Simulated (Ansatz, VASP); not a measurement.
# Cu3Re: VASP beside Ansatz

The input INCAR:

```
SYSTEM = Cu3Re
PREC = Accurate
ENCUT = 600
EDIFF = 1E-7
ISMEAR = 0
SIGMA = 0.1
LREAL = .False.
LASPH = .True.
NELM = 60
ALGO = Fast
ISIF = 3
LWAVE = .False.
LCHARG = .False.
GGA = PE
IBRION = 2
NSW = 100
EDIFFG = -0.01
```

Contents of KPOINTS:

```
Automatic mesh
0
Gamma
  12 12 12
  0 0 0
```

Contents of POSCAR:

```
Cu3Re
1.0
    3.7205283404      0.0000000000      0.0000000000
    0.0000000000      3.7205283404      0.0000000000
    0.0000000000      0.0000000000      3.7205283404
Cu Re
3 1
Direct
    0.0000000000      0.5000000000      0.5000000000
    0.5000000000      0.0000000000      0.5000000000
    0.5000000000      0.5000000000      0.0000000000
    0.0000000000      0.0000000000      0.0000000000
```

Input for Ansatz:

```yaml
crystal:
  lattice:
    - [3.7205283404, 0.0, 0.0]
    - [0.0, 3.7205283404, 0.0]
    - [0.0, 0.0, 3.7205283404]
  atoms:
    - { symbol: Cu, position: [0.0, 0.5, 0.5] }
    - { symbol: Cu, position: [0.5, 0.0, 0.5] }
    - { symbol: Cu, position: [0.5, 0.5, 0.0] }
    - { symbol: Re, position: [0.0, 0.0, 0.0] }
basis:
  ecutwfc: 420
kpoints:
  mp_grid: { grid: [12, 12, 12] }
hamiltonian:
  xc: pbe
scf:
  occupations: { method: gaussian, width: 0.1 }
output:
  forces: true
  stress: true
  eigenvalues: true
relax:
  adjacent_minimum: "off"
  f_tol: 0.01
  max_steps: 80
  cell: { stress_tol: 0.05 }
```

Alike in both runs: task relaxation of cell and atoms; functional PBE; k mesh 12 × 12 × 12; occupations gaussian, width 0.1 eV; no spin polarisation.

|  | VASP | Ansatz |
| --- | --- | --- |
| version | VASP 6.6.1 | Ansatz 0.2.0 |
| potentials or method | VASP PAW PBE potentials, release 64 (Cu, Re), cutoff 600 eV | scalar-relativistic, plane waves, PAW |
| valence electrons in the cell | 40 | 72 |

VASP gave:

```
gap on the k mesh at the Fermi level, each at its own relaxed structure (eV) : none
relaxed volume (Å³/atom)                                                     : 12.83
relaxed length of the cell vector where the two differ most in proportion (Å)              : 3.716
```

What did Ansatz give for the same quantities?

gap on the k mesh at the Fermi level, each at its own relaxed structure (eV): none; relaxed volume (Å³/atom): 12.80; relaxed length of the cell vector where the two differ most in proportion (Å): 3.713.

A gap of «none» marks a metal or a gap that the smearing closes. VASP's potentials hold 40 valence electrons a cell and Ansatz's 72, so a difference there can come from the potentials and not from the codes.

Neither program's run includes spin-orbit coupling.
